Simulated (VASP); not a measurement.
# AlGaOs (I4mm) in VASP: relaxation of cell and atoms with PBE

Aim: the relaxation of cell and atoms of AlGaOs with PBE.

Everything below comes from runs of VASP 6.6.1. Logs are shortened: lines on timing, memory, paths and dates and some standing lists are left out, and cuts for length are marked.

### 1 The cell of the first run

Symmetry: I4mm, No. 107, tetragonal system. The conventional cell has a = 3.208 Å, b = 3.208 Å, c = 8.294 Å, α = 90.00°, β = 90.00°, γ = 90.00°. Al (site symmetry 4mm) has 5 Os at 2.63 to 2.81 Å and 5 Ga at 2.68 to 2.72 Å and 4 Al at 3.21 Å within 3.5 Å. Ga (site symmetry 4mm) has 5 Os at 2.66 to 2.76 Å and 5 Al at 2.68 to 2.72 Å and 4 Ga at 3.21 Å within 3.5 Å. Os (site symmetry 4mm) has 5 Al at 2.63 to 2.81 Å and 5 Ga at 2.66 to 2.76 Å and 4 Os at 3.21 Å within 3.5 Å.

### 2 Relaxation of cell and atoms, PBE

Contents of INCAR:

```
ALGO     = Normal         # electronic algorithm
EDIFF    = 1E-6           # SCF threshold, eV
EDIFFG   = -0.001         # ionic threshold
ENCUT    = 600            # plane-wave cutoff, eV
GGA      = PE             # functional
IBRION   = 2              # ionic algorithm
ISIF     = 3              # what is computed and relaxed
ISMEAR   = 0              # smearing method
LASPH    = T              # aspherical terms in the spheres
LCHARG   = F              # write CHGCAR
LREAL    = F              # projectors in reciprocal space
LWAVE    = F              # write WAVECAR
NELM     = 100            # most SCF steps
NSW      = 80             # ionic steps
PREC     = Accurate       # precision mode
SIGMA    = 0.01           # smearing width, eV
```

Contents of KPOINTS:

```
k-points
0
Gamma
  16 16 16
```

Contents of POSCAR:

```
AlGaOs
1.0
   -1.6040806024      1.6040806024      4.1468801589
    1.6040806024     -1.6040806024      4.1468801589
    1.6040806024      1.6040806024     -4.1468801589
Al Ga Os
1 1 1
Direct
    0.3370940391      0.3370940391      0.0000000000
    0.6649732667      0.6649732667      0.0000000000
   -0.0020673058     -0.0020673058      0.0000000000
```

Potentials or basis: VASP PAW PBE potentials, release 64 (Al, Ga_d, Os).

Run with:

```bash
$ cat potpaw_PBE.64/Al/POTCAR potpaw_PBE.64/Ga_d/POTCAR potpaw_PBE.64/Os/POTCAR > POTCAR
$ mpirun -np 1 vasp_std > vasp.out
```

OUTCAR:

```text
EDIFF = 1E-6
   EDIFFG = -0.001
   ENCUT = 600
   GGA = PE
   IBRION = 2
   ISIF = 3
   ISMEAR = 0
   LASPH = T
   LREAL = F
   NELM = 100
   NSW = 80
   PREC = Accurate

 ion  position               nearest neighbor table
   1  0.337  0.337  0.000-   3 2.63   3 2.63   3 2.63   3 2.63   2 2.68   2 2.68   2 2.68   2 2.68
                             2 2.72   3 2.81
   2  0.665  0.665  0.000-   3 2.66   3 2.66   3 2.66   3 2.66   1 2.68   1 2.68   1 2.68   1 2.68
                             1 2.72   3 2.76
   3  0.998  0.998  0.000-   1 2.63   1 2.63   1 2.63   1 2.63   2 2.66   2 2.66   2 2.66   2 2.66
                             2 2.76   1 2.81

  LATTYP: Found a body centered tetragonal cell.
 ALAT       =     3.2081612048
 C/A-ratio  =     2.5852068485

  Lattice vectors:

 A1 = (  -1.6040806024,   1.6040806024,   4.1468801589)
 A2 = (   1.6040806024,  -1.6040806024,   4.1468801589)
 A3 = (   1.6040806024,   1.6040806024,  -4.1468801589)

Analysis of symmetry for initial positions (statically):
=====================================================================
 Subroutine PRICEL returns:
 Original cell was already a primitive cell.

 Routine SETGRP: Setting up the symmetry group for a
 body centered tetragonal supercell.

 Subroutine GETGRP returns: Found  8 space group operations
 (whereof  8 operations were pure point group operations)
 out of a pool of 16 trial point group operations.

The static configuration has the point symmetry C_4v.

Analysis of symmetry for dynamics (positions and initial velocities):
=====================================================================
 Subroutine PRICEL returns:
 Original cell was already a primitive cell.

 Routine SETGRP: Setting up the symmetry group for a
 body centered tetragonal supercell.

 Subroutine GETGRP returns: Found  8 space group operations
 (whereof  8 operations were pure point group operations)
 out of a pool of 16 trial point group operations.

The dynamic configuration has the point symmetry C_4v.

 Subroutine INISYM returns: Found  8 space group operations
 (whereof  8 operations are pure point group operations),
 and found     1 'primitive' translations

----------------------------------------------------------------------------------------

                                     Primitive cell

  volume of cell :      42.6809

  direct lattice vectors                    reciprocal lattice vectors
    -1.604080602  1.604080602  4.146880159     0.000000000  0.311705035  0.120572570
     1.604080602 -1.604080602  4.146880159     0.311705035  0.000000000  0.120572570
     1.604080602  1.604080602 -4.146880159     0.311705035  0.311705035  0.000000000

  length of vectors
     4.726813325  4.726813325  4.726813325     0.334212168  0.334212168  0.440817488

  position of ions in fractional coordinates (direct lattice)
     0.337094039  0.337094039  0.000000000
     0.664973267  0.664973267  0.000000000
     0.997932694  0.997932694  0.000000000

  ion indices of the primitive-cell ions
   primitive index   ion index
                 1           1
                 2           2
                 3           3

----------------------------------------------------------------------------------------

 KPOINTS: k-points

Automatic generation of k-mesh.
 Grid dimensions read from file:
 generate k-points for:   16   16   16

 Generating k-lattice:

  Cartesian coordinates                     Fractional coordinates (reciprocal lattice)
     0.000000000  0.019481565  0.007535786     0.062500000  0.000000000 -0.000000000
     0.019481565  0.000000000  0.007535786     0.000000000  0.062500000 -0.000000000
     0.019481565  0.019481565  0.000000000     0.000000000  0.000000000  0.062500000

  Length of vectors
     0.020888261  0.020888261  0.027551093

  Shift w.r.t. Gamma in fractional coordinates (k-lattice)
     0.000000000  0.000000000  0.000000000

 Subroutine IBZKPT returns following result:
 ===========================================

 Found    349 irreducible k-points:

 Following reciprocal coordinates:
            Coordinates               Weight
  0.000000  0.000000  0.000000      1.000000
  0.062500  0.000000 -0.000000      8.000000
  0.125000  0.000000 -0.000000      8.000000
  0.187500  0.000000 -0.000000      8.000000
  0.250000  0.000000 -0.000000      8.000000
  0.312500  0.000000 -0.000000      8.000000
[... 16 lines left out ...]
 -0.125000  0.062500  0.000000     16.000000
 -0.062500  0.062500  0.000000      4.000000
 [... further k-points ...]
   k-points           NKPTS =    349   k-points in BZ     NKDIM =    349   number of bands    NBANDS=     16
   number of dos      NEDOS =    301   number of ions     NIONS =      3
   total plane-waves  NPLWV =  64000
   dimension x,y,z NGX =    40 NGY =   40 NGZ =   40
   dimension x,y,z NGXF=    80 NGYF=   80 NGZF=   80
   ions per type =               1   1   1
   NGX,Y,Z   is equivalent  to a cutoff of  14.07, 14.07, 14.07 a.u.
   NGXF,Y,Z  is equivalent  to a cutoff of  28.14, 28.14, 28.14 a.u.
 SYSTEM =  unknown system
   PREC   = accura    normal or accurate (medium, high low for compatibility)
   ISTART =      0    job   : 0-new  1-cont  2-samecut
   ICHARG =      2    charge: 1-file 2-atom 10-const
   ISPIN  =      1    spin polarized calculation?
   LNONCOLLINEAR =      F non collinear calculations
   LSORBIT =      F    spin-orbit coupling
   LASPH  =      T    aspherical Exc in radial PAW
   ENCUT  =  600.0 eV  44.10 Ry    6.64 a.u.   9.44  9.44  9.44*2*pi/ulx,y,z
   NELM   =    100;   NELMIN=  2; NELMDL= -5     # of ELM steps
   EDIFF  = 0.1E-05   stopping-criterion for ELM
   LREAL  =      F    real-space projection
   EDIFFG = -.1E-02   stopping-criterion for IOM
   NSW    =     80    number of steps for IOM
   IBRION =      2    ionic relax: 0-MD 1-quasi-New 2-CG
   NFREE  =      1    steps in history (QN), initial steepest desc. (CG)
   ISIF   =      3    stress and relaxation
   ISYM   =      2    0-nonsym 1-usesym 2-fastsym
   POTIM  = 0.5000    time-step for ionic-motion
   TEBEG  =    0.0;   TEEND  =   0.0 temperature during run
   PSTRESS=    0.0 pullay stress
   NELECT =      24.0000    total number of electrons
   NUPDOWN=      -1.0000    fix difference up-down
   EMIN   =  10.00;   EMAX   =-10.00  energy-range for DOS
   EFERMI =   0.00;   METHOD = LEGACY
   ISMEAR =     0;   SIGMA  =   0.01  broadening in eV -4-tet -1-fermi 0-gaus
   EFERMI_NEDOS =   21; number of points for ismear=-14 and -15
   IALGO  =     38    algorithm
   IMIX   =      4    mixing-type and parameters
     AMIX     =   0.40;   BMIX     =  1.00
     AMIX_MAG =   1.60;   BMIX_MAG =  1.00
  volume/ion in A,a.u.               =      14.23        96.01
  Fermi-wavevector in a.u.,A,eV,Ry     =   1.351245  2.553482 24.842359  1.825862
  Thomas-Fermi vector in A             =   2.478682
   LORBIT       =      0    0 simple, 1 ext, 2 COOP (PROOUT), +10 PAW based schemes
   GGA     = PE    functional components
   LHFCALC =     F    Hartree Fock is set to
   AEXX    =    0.0000 exact exchange contribution
   IVDW    =     0    specifies the selected vdW correction
   LEPSILON=     F    determine dielectric tensor
   LRPA    =     F    only Hartree local field effects (RPA)
 conjugate gradient relaxation of ions
 non-spin polarized calculation
 Gauss-broadening in eV      SIGMA  =   0.01
  energy-cutoff  :      600.00
  volume of cell :       42.68
 maximum number of plane-waves:      1445
 NGX is ok and might be reduce to    40
   NGX = 19   NGY = 19   NGZ = 19

--------------------------------------- Ionic step        1  -------------------------------------------

 number of electron      24.0000001 magnetization

 Free energy of the ion-electron system (eV)
  ---------------------------------------------------
  ext. energy  EPLUGINS =         0.00000000
  ---------------------------------------------------
  free energy    TOTEN  =       -18.97229245 eV

  energy without entropy =      -18.97229245  energy(sigma->0) =      -18.97229245

------------------------ aborting loop because EDIFF is reached ----------------------------------------

  FORCE on cell =-STRESS in cart. coord.  units (eV):
  Direction    XX          YY          ZZ          XY          YZ          ZX
  --------------------------------------------------------------------------------------
  -------------------------------------------------------------------------------------
  Total        0.0308463      0.0308463      0.0352402      0.0000000     -0.0000000      0.0000000
  in kB        1.1579241      1.1579241      1.3228634      0.0000000     -0.0000000      0.0000000
  external PRESSURE =       1.2129039 kB  Pullay stress =       0.0000000 kB
[... 92 lines left out ...]
  FREE ENERGIE OF THE ION-ELECTRON SYSTEM (eV)
  ---------------------------------------------------
  free  energy   TOTEN  =       -18.9722991632 eV

  energy  without entropy=      -18.9722991632  energy(sigma->0) =      -18.97229916

[... ionic steps 4 to 15 ...]

--------------------------------------- Ionic step       16  -------------------------------------------

 number of electron      24.0000001 magnetization

------------------------ aborting loop because EDIFF is reached ----------------------------------------

  FORCE on cell =-STRESS in cart. coord.  units (eV):
  Direction    XX          YY          ZZ          XY          YZ          ZX
  --------------------------------------------------------------------------------------
  -------------------------------------------------------------------------------------
  Total       -0.0005995     -0.0005995     -0.0009059      0.0000000      0.0000000      0.0000000
  in kB       -0.0224949     -0.0224949     -0.0339900      0.0000000      0.0000000      0.0000000
  external PRESSURE =      -0.0263266 kB  Pullay stress =       0.0000000 kB
[... 59 lines left out ...]
  energy  without entropy=      -18.9723027698  energy(sigma->0) =      -18.97230277

--------------------------------------- Ionic step       18  -------------------------------------------

 number of electron      24.0000001 magnetization

 Free energy of the ion-electron system (eV)
  ---------------------------------------------------
  ext. energy  EPLUGINS =         0.00000000
  ---------------------------------------------------
  free energy    TOTEN  =       -18.97230287 eV

  energy without entropy =      -18.97230287  energy(sigma->0) =      -18.97230287

 E-fermi :   8.8084     XC(G=0): -12.4034

 val. band max:        8.6988949299   @ k =  -0.1875   0.1875   0.0000
 cond. band min:       8.8869950760   @ k =  -0.3750   0.3750   0.3750
 fundamental gap:      0.1881001461
 Fermi energy:         8.8084395585

 k-point     1 :       0.0000    0.0000    0.0000
  band No.  band energies     occupation
      1      -6.1712      2.00000
      2      -6.0986      2.00000
      3      -6.0423      2.00000
      4      -6.0357      2.00000
      5      -6.0357      2.00000
      6      -3.2155      2.00000
[... 8 lines left out ...]
     15      14.2197      0.00000
     16      14.2604      0.00000
[... 420 lines left out ...]
  band No.  band energies     occupation
      1      -6.1629      2.00000
      2      -6.0948      2.00000
      3      -6.0489      2.00000
      4      -6.0385      2.00000
      5      -6.0384      2.00000
      6      -3.0869      2.00000
[... 8 lines left out ...]
     15      13.5592      0.00000
     16      14.3192      0.00000

 [... further k-points ...]

------------------------ aborting loop because EDIFF is reached ----------------------------------------

  FORCE on cell =-STRESS in cart. coord.  units (eV):
  Direction    XX          YY          ZZ          XY          YZ          ZX
  --------------------------------------------------------------------------------------
  -------------------------------------------------------------------------------------
  Total        0.0007425      0.0007425      0.0009977      0.0000000     -0.0000000      0.0000000
  in kB        0.0278604      0.0278604      0.0374376      0.0000000     -0.0000000      0.0000000
  external PRESSURE =       0.0310528 kB  Pullay stress =       0.0000000 kB
[... 18 lines left out ...]
  FREE ENERGIE OF THE ION-ELECTRON SYSTEM (eV)
  ---------------------------------------------------
  free  energy   TOTEN  =       -18.9723028681 eV

  energy  without entropy=      -18.9723028681  energy(sigma->0) =      -18.97230287

 reached required accuracy - stopping structural energy minimisation
```

Run time: 16 min. Hardware: 1 thread of Intel Xeon 6975P-C (Granite Rapids), shared host; peak memory 0.55 GiB.

Results:

| Item | Value |
| --- | --- |
| Free energy | -18.9723 eV |
| Relaxed volume | 14.23 Å³/atom |
| Relaxed cell | a = 4.728 Å, b = 4.728 Å, c = 4.728 Å, α = 140.33°, β = 140.33°, γ = 57.36° |
| Space group after relaxing (to 0.1 Å) | I4mm (No. 107) |
| Energy gained by relaxing | 0.0 meV/atom |
| Ionic steps | 18 |
| Pressure after relaxing | 0.0 GPa |

Final structure:
```
Al Ga Os
1.0
    -1.60427    1.60427    4.14753
     1.60427   -1.60427    4.14753
     1.60427    1.60427   -4.14753
Al Ga Os
1 1 1
Direct
  0.33712 0.33712 0.00000
  0.66503 0.66503 0.00000
  0.99785 0.99785 0.00000
```

Levels at points of the mesh, in eV from the Fermi level:
| k point | band 9 | band 10 | band 11 | band 12 | band 13 | band 14 | band 15 | band 16 |
| --- | --- | --- | --- | --- | --- | --- | --- | --- |
| (0.00, 0.00, 0.00) | -2.28 | -2.28 | -2.15 | -0.83 | 2.87 | 5.41 | 5.41 | 5.45 |
| (0.50, 0.00, 0.00) | -3.13 | -2.93 | -2.66 | -1.28 | 0.71 | 3.06 | 5.95 | 6.34 |
| (0.50, 0.50, 0.00) | -3.82 | -3.38 | -2.11 | -0.56 | 0.56 | 1.74 | 2.88 | 4.13 |
| (0.50, 0.50, 0.50) | -2.48 | -1.49 | -1.49 | -0.81 | 2.08 | 2.08 | 6.40 | 7.10 |

Caveat: spin-orbit coupling is left out, which moves the levels of the heavy elements.
